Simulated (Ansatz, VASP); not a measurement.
# Two plane-wave programs on K2Be

```
K Be
1.0
    -2.14706    2.14706    6.89343
     2.14706   -2.14706    6.89343
     2.14706    2.14706   -6.89343
K Be
2 1
Direct
  0.63303 0.63303 0.00000
  0.36697 0.36697 0.00000
  0.00000 0.00000 0.00000
```

Alike in both runs: functional PBE; k mesh 6 × 6 × 6; occupations gaussian, width 0.1 eV; no spin polarisation.

Ansatz relaxed the structure, and its values are those at the end. VASP's run is a single point on that final structure, the one shown.

|  | VASP | Ansatz |
| --- | --- | --- |
| version | VASP 6.6.1 | Ansatz 0.2.0 |
| potentials or method | VASP PAW PBE potentials, release 64 (K_sv, Be), cutoff 520 eV | scalar-relativistic, plane waves, PAW |
| valence electrons in the cell | 20 | 20 |

```tsv
	VASP	Ansatz	Ansatz less VASP
gap on the k mesh at the Fermi level (eV)	none	none	-
pressure (GPa)	0.1	0.1	0.00
rms of the force components (eV/Å)	0.003	0.003	+0.0006
```

A gap of «none» marks a metal or a gap that the smearing closes.
